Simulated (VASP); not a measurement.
Al: relaxation of shape and atoms at fixed volume with PBE+D3(BJ)

Crystal: Al.

```
Al
1.0
     2.79806    0.00000    0.00000
    -1.39903    2.42319    0.00000
     0.00000    0.00000    4.60548
Al
2
Direct
  0.66667 0.33333 0.75000
  0.33333 0.66667 0.25000
```

This cell differs from its parent crystal: volume scaled by 0.98.

| Item | Value |
| --- | --- |
| Program | VASP 6.6.1 |
| Task | relaxation of shape and atoms at fixed volume |
| Functional | PBE |
| Dispersion | D3(BJ) |
| Potentials or basis | VASP PAW PBE potentials, release 64 (Al) |
| Cutoff | 600 eV |
| k mesh | 18 × 18 × 10 |
| Occupations | fermi-dirac, width 0.15 eV |
| Spin | no spin polarisation |
| Dipole correction | no |
| Further INCAR settings | ALGO = Fast; EDIFF = 1e-07; IBRION = 2; EDIFFG = -0.001; NSW = 80; ISIF = 4 |

- Energy gained by relaxing: 0.0 meV/atom
- Ionic steps: 3
- Pressure after relaxing: 1.7 GPa
- Band gap on the k mesh: zero (band 3 reaches 12.78 eV, above the bottom of band 4 at 5.32 eV)
- Dispersion energy per atom: -0.356 eV

Final structure:
```yaml
crystal:
  lattice:
    - [2.79874, 0.00000, 0.00000]
    - [-1.39937, 2.42378, 0.00000]
    - [0.00000, 0.00000, 4.60324]
  atoms:
    - { symbol: Al, position: [0.66667, 0.33333, 0.75000] }
    - { symbol: Al, position: [0.33333, 0.66667, 0.25000] }
```

Levels at points of the mesh, in eV from the Fermi level:
| k point | band 1 | band 2 | band 3 | band 4 | band 5 | band 6 | band 7 |
| --- | --- | --- | --- | --- | --- | --- | --- |
| (0.00, 0.00, 0.00) | -11.53 | -4.86 | -4.55 | 11.15 | 11.15 | 11.39 | 11.39 |
| (0.50, 0.00, 0.00) | -5.44 | -5.33 | 0.60 | 1.17 | 1.42 | 1.85 | 5.94 |
| (0.00, 0.00, 0.50) | -9.79 | -9.79 | 3.42 | 3.42 | 12.26 | 12.26 | 12.26 |
| (0.50, 0.00, 0.50) | -4.09 | -4.09 | -3.27 | -3.27 | 7.42 | 7.42 | 7.70 |

Wall time 44 s on 1 thread of Intel Xeon 6975P-C, with other jobs on the host, peak memory 0.2 GiB.

Caveat: pairwise dispersion overbinds metals, which lowers pressure and volume.
